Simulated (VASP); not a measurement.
# GaN (P6_3mc) in VASP: vibrations by perturbation theory with PBE

Aim: the vibrations by perturbation theory of GaN with PBE.

Program: VASP 6.6.1. These are calculated values, not measurements. Logs are shortened: lines on timing, memory, paths and dates and some standing lists are left out, and cuts for length are marked.

## Step 1: The cell of the first run

The structure is hexagonal, space group P6_3mc (No. 186). The conventional cell has a = 3.180 Å, b = 3.180 Å, c = 5.166 Å, α = 90.00°, β = 90.00°, γ = 120.00°. Within 2.6 Å of Ga (site symmetry 3m) lie 4 N at 1.94 to 1.95 Å. Within 2.6 Å of N (site symmetry 3m) lie 4 Ga at 1.94 to 1.95 Å.

## Step 2: Vibrations by perturbation theory, PBE

The input, INCAR:

```
SYSTEM = GaN
ALGO = Normal ; EDIFF = 1E-8
ENCUT = 600 ; GGA = PE
GGA_COMPAT = .FALSE. ; IBRION = 8
ISIF = 2 ; ISMEAR = 1
LASPH = .TRUE. ; LCHARG = .FALSE.
LREAL = .FALSE. ; LWAVE = .FALSE.
NELM = 120 ; NSW = 1
PREC = Accurate ; SIGMA = 0.02
```

The input, KPOINTS:

```
k-points
0
G
  8 8 4
  0 0 0
```

The input, POSCAR:

```
GaN
1.0
    3.1800000000      0.0000000000      0.0000000000
   -1.5900000000      2.7539610000      0.0000000000
    0.0000000000      0.0000000000      5.1660000000
Ga N
2 2
Direct
    0.3333333333      0.6666666667      0.0000000000
    0.6666666667      0.3333333333      0.5000000000
    0.3333333333      0.6666666667      0.3750000000
    0.6666666667      0.3333333333      0.8750000000
```

Potentials or basis: VASP PAW PBE potentials, release 64 (Ga_d, N).

Run with:

```bash
$ cat potpaw_PBE.64/Ga_d/POTCAR potpaw_PBE.64/N/POTCAR > POTCAR
$ mpirun -np 1 vasp_std > vasp.out
```

OUTCAR:

```text
SYSTEM = GaN
   EDIFF = 1E-8
   ENCUT = 600
   GGA = PE
   IBRION = 8
   ISIF = 2
   ISMEAR = 1
   LASPH = .TRUE.
   LREAL = .FALSE.
   NELM = 120
   NSW = 1
   PREC = Accurate

 ion  position               nearest neighbor table
   1  0.333  0.667  0.000-   3 1.94   4 1.95   4 1.95   4 1.95
   2  0.667  0.333  0.500-   4 1.94   3 1.95   3 1.95   3 1.95
   3  0.333  0.667  0.375-   1 1.94   2 1.95   2 1.95   2 1.95
   4  0.667  0.333  0.875-   2 1.94   1 1.95   1 1.95   1 1.95

  LATTYP: Found a hexagonal cell.
 ALAT       =     3.1800000000
 C/A-ratio  =     1.6245283019

  Lattice vectors:

 A1 = (   3.1800000000,   0.0000000000,   0.0000000000)
 A2 = (  -1.5900000000,   2.7539610000,   0.0000000000)
 A3 = (   0.0000000000,   0.0000000000,   5.1660000000)

Analysis of symmetry for initial positions (statically):
=====================================================================
 Subroutine PRICEL returns:
 Original cell was already a primitive cell.

 Routine SETGRP: Setting up the symmetry group for a
 hexagonal supercell.

 Subroutine GETGRP returns: Found 12 space group operations
 (whereof  6 operations were pure point group operations)
 out of a pool of 24 trial point group operations.

The static configuration has the point symmetry C_3v.
 The point group associated with its full space group is C_6v.

Analysis of symmetry for dynamics (positions and initial velocities):
=====================================================================
 Subroutine PRICEL returns:
 Original cell was already a primitive cell.

 Routine SETGRP: Setting up the symmetry group for a
 hexagonal supercell.

 Subroutine GETGRP returns: Found 12 space group operations
[... 796 lines left out ...]
  FREE ENERGIE OF THE ION-ELECTRON SYSTEM (eV)
  ---------------------------------------------------
  free  energy   TOTEN  =       -24.2875152169 eV

  energy  without entropy=      -24.2875242763  energy(sigma->0) =      -24.28751824

[... ionic steps 2 to 9 ...]

--------------------------------------- Ionic step       10  -------------------------------------------

------------------------ aborting loop because EDIFF is reached ----------------------------------------

[... ionic steps 11 to 11 ...]

--------------------------------------- Ionic step       12  -------------------------------------------

 Free energy of the ion-electron system (eV)
  ---------------------------------------------------
  ---------------------------------------------------
  free energy    TOTEN  =        -0.24883129 eV

  energy without entropy =       -0.24883129

------------------------ aborting loop because EDIFF is reached ----------------------------------------

 INTERNAL STRAIN TENSOR  FOR ION    3  DIRECTION 3   (eV/Angst):
 -----------------------------------------------------------------------------
     5.54422  0.00000  0.00000
     0.00000  5.54422  0.00000
     0.00000  0.00000-11.75900

 INTERNAL STRAIN TENSOR FOR ION    4 for displacements in x,y,z  (eV/Angst):
          X           Y           Z          XY          YZ          ZX
  --------------------------------------------------------------------------------
  x    -0.00000     0.00000     0.00000     9.82284     0.00000     5.59031
  y     9.82284    -9.82284     0.00000    -0.00000     5.88950    -0.00000
  z     5.54422     5.54422   -11.75900     0.00000     0.00000     0.00000

 SECOND DERIVATIVES (NOT SYMMETRIZED)
 ------------------------------------
               1X          1Y          1Z          2X          2Y          2Z          3X          3Y          3Z          4X          4Y          4Z
  1X   -13.060817    0.000000   -0.000000    0.366677   -0.000000   -0.000000    0.951682    0.000000    0.000000   11.742458    0.000000    0.000000
  1Y    -0.000000  -13.060819    0.000000    0.000000    0.366677    0.000000   -0.000000    0.951682    0.000000   -0.000000   11.742460    0.000000
  1Z     0.000000    0.000000  -21.216217    0.000000    0.000000    8.500242    0.000000    0.000000    8.004780    0.000000    0.000000    4.711195
  2X     0.366677   -0.000000    0.000000  -13.060817    0.000000    0.000000   11.742458   -0.000000    0.000000    0.951682   -0.000000    0.000000
  2Y     0.000000    0.366677    0.000000   -0.000000  -13.060819   -0.000000   -0.000000   11.742460   -0.000000    0.000000    0.951682    0.000000
  2Z     0.000000    0.000000    8.500242    0.000000    0.000000  -21.216217    0.000000   -0.000000    4.711195    0.000000   -0.000000    8.004780
  3X     0.950801    0.000000    0.000000   11.727539    0.000000    0.000000  -13.320637    0.000000    0.000000    0.642297    0.000000   -0.000000
  3Y     0.000000    0.950801    0.000000    0.000000   11.727541    0.000000    0.000000  -13.320639    0.000000    0.000000    0.642297    0.000000
  3Z     0.000000   -0.000000    7.982746   -0.000000    0.000000    4.740985    0.000000   -0.000000  -18.925002    0.000000    0.000000    6.201271
  4X    11.727539    0.000000    0.000000    0.950801    0.000000    0.000000    0.642297    0.000000    0.000000  -13.320637    0.000000    0.000000
  4Y     0.000000   11.727541   -0.000000    0.000000    0.950801    0.000000    0.000000    0.642297    0.000000    0.000000  -13.320639    0.000000
  4Z     0.000000    0.000000    4.740985    0.000000    0.000000    7.982746    0.000000    0.000000    6.201271    0.000000    0.000000  -18.925002

 Eigenvectors and eigenvalues of the dynamical matrix
 ----------------------------------------------------

   1 f  =   20.989144 THz   131.878682 2PiTHz  700.122488 cm-1    86.804086 meV
             X         Y         Z           dx          dy          dz
     -0.000000  1.835974  0.000000    -0.000000   -0.000000    0.053577
      1.590000  0.917987  2.583000    -0.000000   -0.000000   -0.053577
     -0.000000  1.835974  1.937250    -0.000000   -0.000000   -0.705074
      1.590000  0.917987  4.520250     0.000000    0.000000    0.705074
[... 71 lines left out ...]
  12 f/i=    0.003790 THz     0.023815 2PiTHz    0.126430 cm-1     0.015675 meV
             X         Y         Z           dx          dy          dz
     -0.000000  1.835974  0.000000    -0.019988   -0.644903   -0.000000
      1.590000  0.917987  2.583000    -0.019988   -0.644903   -0.000000
     -0.000000  1.835974  1.937250    -0.008963   -0.289172   -0.000000
      1.590000  0.917987  4.520250    -0.008963   -0.289172   -0.000000

--------------------------------------------------------------------------------------------------------

 ELASTIC MODULI CONTR FROM IONIC RELAXATION (kBar)
 Direction    XX          YY          ZZ          XY          YZ          ZX
 --------------------------------------------------------------------------------
 XX        -663.5253    321.8590    362.3579     -0.0000     -0.0000     -0.0000
 YY         321.8590   -663.5255    362.3579      0.0000      0.0000      0.0000
 ZZ         362.3579    362.3579   -768.6049      0.0000      0.0000      0.0000
 XY          -0.0000      0.0000      0.0000   -492.6922     -0.0000      0.0000
 YZ          -0.0000      0.0000      0.0000     -0.0000   -166.4587      0.0000
 ZX          -0.0000      0.0000      0.0000      0.0000      0.0000   -179.3723
 --------------------------------------------------------------------------------
```

stdout:

```text
POSCAR found type information on POSCAR GaN
 POSCAR found :  2 types and       4 ions
 scaLAPACK will be used
 LDA part: xc-table for (Slater+PW92), standard interpolation
 POSCAR, INCAR and KPOINTS ok, starting setup
 FFT: planning ... GRIDC
 FFT: planning ... GRID_SOFT
 FFT: planning ... GRID
 WAVECAR not read
 entering main loop
 Linear response reoptimize wavefunctions to high precision
 Linear response DOF=           4
 Linear response progress:
 first order change of Fermi-energy  -0.18688E-04
 force on displaced ion       1 direction 1 : -13.061  -0.020  -0.000
 Linear response progress:
 first order change of Fermi-energy   0.50696E+00
 force on displaced ion       1 direction 3 :   0.000   0.000 -21.216
 Linear response progress:
 first order change of Fermi-energy  -0.11149E-03
 force on displaced ion       3 direction 1 : -13.321  -0.007  -0.000
 Linear response progress:
 first order change of Fermi-energy  -0.50721E+00
 force on displaced ion       3 direction 3 :   0.000  -0.000 -18.925
 Linear response finished
```

It took 14 min on 1 thread of Oxide Virtual Turin-like, shared host; peak memory 0.42 GiB.

What came out:

| Property | Result |
| --- | --- |
| Highest phonon frequency at Γ, LO-TO splitting left out | 700 cm⁻¹ |

Phonon frequencies in cm⁻¹ (negative: imaginary):
```
              q point                                frequencies
(0.000, 0.000, 0.000)  0 0 0 133 133 337 544 544 545 553 553 700
```

Caveat: the cell stands under pressure or tension, which shifts response properties.
